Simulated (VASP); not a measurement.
Wanted: the native input for a VASP 6.6.1 run.

```yaml
Task: single point
Functional: PBE
Potentials_or_basis: VASP PAW PBE potentials, release 64 (S)
Cutoff: 520 eV
k_mesh: 6 × 6 × 2
Occupations: gaussian, width 0.1 eV
Spin: no spin polarisation
Dipole_correction: no
Further_INCAR_settings: ALGO = Normal; EDIFF = 1e-06; NBANDS = 20
```

The structure of S lies in POSCAR:

```
S
1.0
    4.0306617264      0.0000000000      0.0000000000
   -2.0153308633      3.4906554492      0.0000000000
    0.0000000000      0.0000000000      9.8898137950
S
4
Direct
    0.0000000000      0.0000000000      0.2500000000
    0.0000000000      0.0000000000      0.7500000000
    0.3333333333      0.6666666667      0.7500000000
    0.6666666667      0.3333333333      0.2500000000
```

The input as run:

INCAR

```
SYSTEM = S
PREC = Accurate ; ENCUT = 520
EDIFF = 1E-6 ; ISMEAR = 0
SIGMA = 0.1 ; LREAL = .False.
LASPH = .True. ; NELM = 100
ALGO = Normal ; ISIF = 2
LWAVE = .False. ; LCHARG = .False.
GGA = PE ; NBANDS = 20
```

KPOINTS

```
Automatic mesh
0
Gamma
  6 6 2
  0 0 0
```

Potentials or basis: VASP PAW PBE potentials, release 64 (S).

Launch:

```bash
$ cat potpaw_PBE.64/S/POTCAR > POTCAR
$ mpirun -np 1 vasp_std > vasp.out
```

It gave:

The pressure is -0.3 GPa and the band gap on the k mesh is zero (band 12 reaches 0.64 eV, above the bottom of band 13 at 0.23 eV).

Caveat: this functional lacks dispersion, which binds the layers, so the pressure and a relaxed spacing across them are unreliable.

Run time: 20 s on 1 thread of Intel(R) Xeon(R) 6975P-C (Granite Rapids), on a shared host, peak memory 0.24 GiB.
